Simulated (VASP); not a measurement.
Here is a VASP 6.6.1 calculation.

File INCAR:

```
PREC = Accurate
ENCUT = 500
EDIFF = 1E-6
ISMEAR = 0
SIGMA = 0.15
LREAL = F
LASPH = T
NELM = 200
ALGO = Normal
ISIF = 2
LWAVE = F
LCHARG = F
GGA = PE
NBANDS = 33
GGA_COMPAT = F
LMAXMIX = 6
```

File KPOINTS:

```
Automatic mesh
0
Gamma
  3 3 3
```

The input POSCAR:

```
Nd3Si2I
1.0
   -2.6632041584      2.6632041584      6.8290020565
    2.6632041584     -2.6632041584      6.8290020565
    2.6632041584      2.6632041584     -6.8290020565
Nd Si I
3 2 1
Direct
    0.5000000000      0.5000000000      0.0000000000
    0.7661502682      0.7661502682      0.0000000000
    0.2338497318      0.2338497318      0.0000000000
    0.8420920082      0.3420920082      0.5000000000
    0.6579079918      0.1579079918      0.5000000000
    0.0000000000      0.0000000000      0.0000000000
```

Potentials or basis: VASP PAW PBE potentials, release 64 (Nd_3, Si, I), 4f in core.

Launch:

```sh
$ cat potpaw_PBE.64/Nd_3/POTCAR potpaw_PBE.64/Si/POTCAR potpaw_PBE.64/I/POTCAR > POTCAR
$ mpirun -np 1 vasp_std > vasp.out
```

**Question.** Estimate the pressure.

**Answer.** 0.3 GPa.

**Question.** Predict the band gap on the k mesh.

**Answer.** Zero (bands 24 and 25 overlap by 0.67 eV).

**Question.** Predict the largest force.

**Answer.** 0.075 eV/Å.

Stress tensor (GPa, compression positive):
```
0.23 0.00 0.00
0.00 0.23 0.00
0.00 0.00 0.59
```

Caveat: the k points lie up to 0.42 Å⁻¹ apart, too coarse for converged energies and pressures of a metal; spin-orbit coupling is left out, which moves the levels of the heavy elements; the 4f electrons are frozen in the core, so they carry no moment and show no levels; the run has no spin polarisation, though such a crystal can be magnetic. Spin polarisation is off, so any magnetic state and its effect on volume and gap are missing.
